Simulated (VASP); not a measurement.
Runs of VASP 6.6.1 on SiC. The structure is that of space group F-43m (No. 216), or close to it. The cells are those of the table. 

| level | cell | k mesh | smearing | grid for exact exchange (PRECFOCK) | screening parameter | gap on the mesh (eV) | pressure (GPa) |
| --- | --- | --- | --- | --- | --- | --- | --- |
| HSE06 | a = 3.080, b = 3.132, c = 3.132 Å, angles 58.9, 60.5, 60.5°, 2 atoms | 8 × 8 × 8 | gaussian 0.01 eV | Normal | 0.2079 1/Å | (c) | -8.6 |
| r2SCAN | a = 3.073 Å, angles 59.4°, 2 atoms | 10 × 10 × 10 | gaussian 0.01 eV | - | - | 1.66 | 4.7 |
| r2SCAN | a = 3.075, b = 3.075, c = 3.071 Å, angles 60.1, 60.1, 59.9°, 2 atoms | 10 × 10 × 10 | gaussian 0.01 eV | - | - | 1.70 | (a) |
| PBE | a = 3.080, b = 3.132, c = 3.132 Å, angles 58.9, 60.5, 60.5°, 2 atoms | 10 × 10 × 10 | fermi-dirac 0.02 eV | - | - | (b) | -3.6 |
| PBE | a = 3.075, b = 3.075, c = 3.071 Å, angles 60.1, 60.1, 59.9°, 2 atoms | 10 × 10 × 10 | fermi-dirac 0.02 eV | - | - | 1.33 | 4.9 |

Alike in all rows: task single point; potentials or basis VASP PAW PBE potentials, release 64 (Si, C); no spin polarisation; cutoff (eV) 520.

Estimate the missing entries.

(a) 1.3; (b) 1.21; (c) 2.07.

Caveats: the PAW data sets were made with another functional, which shifts forces and pressure a little (some runs).

A k mesh can miss the band edges.
